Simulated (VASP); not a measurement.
Wanted: the native input for a VASP 6.6.1 run.

| Quantity | Value |
| --- | --- |
| Task | single point |
| Functional | PBE |
| Potentials or basis | VASP PAW PBE potentials, release 64 (Sn_d, Se) |
| Cutoff | 520 eV |
| k mesh | 9 × 9 × 1 |
| Occupations | gaussian, width 0.05 eV |
| Spin | no spin polarisation |
| Dipole correction | yes |
| Further INCAR settings | ALGO = Normal; EDIFF = 1e-07; NBANDS = 46 |

The structure of Sn4Se3 lies in POSCAR:

```
Sn4Se3
1.0
    4.2862138182      0.0000000000      0.0000000000
   -2.1431069091      3.7119700526      0.0000000000
    0.0000000000      0.0000000000     25.4990367830
Sn Se
4 3
Direct
    0.6666666667      0.3333333333      0.2944050363
    0.3333333333      0.6666666667      0.4316026774
    0.0000000000      0.0000000000      0.5683973253
    0.6666666667      0.3333333333      0.7055949491
    0.0000000000      0.0000000000      0.3550513301
    0.6666666667      0.3333333333      0.5000000035
    0.3333333333      0.6666666667      0.6449486783
```

These files were run (other wordings do the same):

INCAR

```
PREC = Accurate
ENCUT = 520
EDIFF = 1E-7
ISMEAR = 0
SIGMA = 0.05
LREAL = F
LASPH = T
NELM = 60
ALGO = Normal
ISIF = 2
LWAVE = F
LCHARG = F
LDIPOL = T
IDIPOL = 3
DIPOL = 0.5 0.5 0.500
GGA = PE
NBANDS = 46
```

KPOINTS

```
regular mesh
0
Gamma
  9 9 1
```

Potentials or basis: VASP PAW PBE potentials, release 64 (Sn_d, Se).

The run is started by

```console
$ cat potpaw_PBE.64/Sn_d/POTCAR potpaw_PBE.64/Se/POTCAR > POTCAR
$ mpirun -np 1 vasp_std > vasp.out
```

It gave:

```json
{
  "Largest force": "0.008 eV/Å",
  "Band gap on the k mesh": "zero (bands 37 and 38 overlap by 0.33 eV)"
}
```

Caveat: spin-orbit coupling is left out, which moves the levels of the heavy elements.

It took 6.9 min on 1 thread of Intel(R) Xeon(R) Platinum 8259CL CPU @ 2.50GHz (Skylake/Cascade Lake), with other jobs on the host, peak memory 0.56 GiB.
